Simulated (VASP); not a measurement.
Input of a VASP 6.6.1 run:

The input INCAR:

```
ALGO = Normal ; EDIFF = 1E-6
ENCUT = 520 ; GGA = PE
ISIF = 2 ; ISMEAR = 0
LASPH = T ; LCHARG = T
LELF = T ; LREAL = F
LVHAR = T ; LWAVE = F
NBANDS = 11 ; NELM = 80
PREC = Accurate ; SIGMA = 0.05
```

The input KPOINTS:

```
k-points
0
Gamma
  12 12 12
```

POSCAR

```
BN
1.0
    0.0000000000      1.8130010000      1.8130010000
    1.8130010000      0.0000000000      1.8130010000
    1.8130010000      1.8130010000      0.0000000000
B N
1 1
Direct
    0.0000000000      0.0000000000      0.0000000000
    0.7858256313      0.7380581229      0.7380581229
```

Potentials or basis: VASP PAW PBE potentials, release 64 (B, N).

Run with:

```console
$ cat potpaw_PBE.64/B/POTCAR potpaw_PBE.64/N/POTCAR > POTCAR
$ mpirun -np 1 vasp_std > vasp.out
```

(1) Predict the band gap on the k mesh.

(2) Estimate the pressure.

(3) What does it give for the largest force?

## Answers

(1) 3.71 eV, indirect (least direct gap 7.58 eV).

(2) 1.2 GPa.

(3) 1.475 eV/Å.

Caveat: the cell differs from its parent crystal (all N atoms moved -0.075 Å, as atom 2 towards its neighbour atom 1 (B) at 1.570 Å); forces of over 1 eV/Å act on the atoms, so gaps and moduli don't describe the material at rest.
